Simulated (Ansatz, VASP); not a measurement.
## Nb: VASP beside Ansatz

```
Nb
1.0
     0.00000    2.15648    2.15648
     2.15648    0.00000    2.15648
     2.15648    2.15648    0.00000
Nb
1
Cartesian
  0.0000 0.0000 0.0000
```

Change from the starting cell: volume scaled by 1.06, PAW files.

Alike in both runs: task electric field gradients; functional LDA; k mesh 13 × 13 × 13; occupations fermi-dirac, width 0.03 eV; no spin polarisation.

|  | VASP | Ansatz |
| --- | --- | --- |
| version | VASP 6.6.1 | Ansatz 0.2.0 |
| potentials or method | VASP PAW LDA potentials, release 64 (Nb_sv) | PAW with Ansatz's default frozen-core files, scalar-relativistic |
| plane-wave cutoff (eV) | 520 | 420 |
| valence electrons in the cell | 13 | 13 |

|  | VASP | Ansatz | Ansatz less VASP |
| --- | --- | --- | --- |
| pressure (GPa) | -17.9 | -17.8 | +0.10 |

LDA's correlation is that of Perdew and Zunger in VASP and of Perdew and Wang (1992) in Ansatz.
